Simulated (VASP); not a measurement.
Crystal: Bi.

```
Bi
1.0
     3.55798    0.00000    0.00000
    -1.77899    3.08130    0.00000
     0.00000    0.00000   11.62037
Bi
4
Direct
  0.00000 0.00000 0.00000
  0.00000 0.00000 0.50000
  0.33333 0.66667 0.25000
  0.66667 0.33333 0.75000
```

This isn't the form of Bi at room conditions, which is rhombohedral.

| Property | Result |
| --- | --- |
| Program | VASP 6.6.1 |
| Task | relaxation of cell and atoms |
| Functional | revPBE |
| Potentials or basis | VASP PAW PBE potentials, release 64 (Bi_d) |
| Cutoff | 600 eV |
| k mesh | 10 × 10 × 3 |
| Occupations | fermi-dirac, width 0.1 eV |
| Spin | no spin polarisation |

At the start: pressure 0.7 GPa; volume 31.85 Å³/atom.

Q: Where does the relaxation end?

A: Over 5 steps the energy falls by 3.1 meV/atom and the volume is 32.33 Å³/atom (+1.5 %); space group P6_3/mmc (No. 194, to 0.1 Å) before and after.

The path:
```csv
step,energy change (eV),largest force (eV/Å),pressure (GPa),volume (Å³)
1,0.0000,0.0000,0.72,127.40
2,-0.0090,0.0000,-0.33,130.06
3,-0.0090,0.0000,-0.26,129.89
4,-0.0119,0.0000,-0.08,129.49
5,-0.0122,0.0000,0.01,129.30
```

Final structure:
```cif
data_structure
_symmetry_space_group_name_H-M 'P 1'
_symmetry_Int_Tables_number 1
_cell_length_a 3.5464
_cell_length_b 3.5464
_cell_length_c 11.8710
_cell_angle_alpha 90.000
_cell_angle_beta 90.000
_cell_angle_gamma 120.000
_cell_volume 129.30
loop_
_atom_site_label
_atom_site_type_symbol
_atom_site_fract_x
_atom_site_fract_y
_atom_site_fract_z
_atom_site_occupancy
Bi1 Bi 0.00000 0.00000 0.00000 1
Bi2 Bi 0.00000 0.00000 0.50000 1
Bi3 Bi 0.33333 0.66667 0.25000 1
Bi4 Bi 0.66667 0.33333 0.75000 1
```

Caveat: the PAW data sets were made with another functional, which shifts forces and pressure a little.
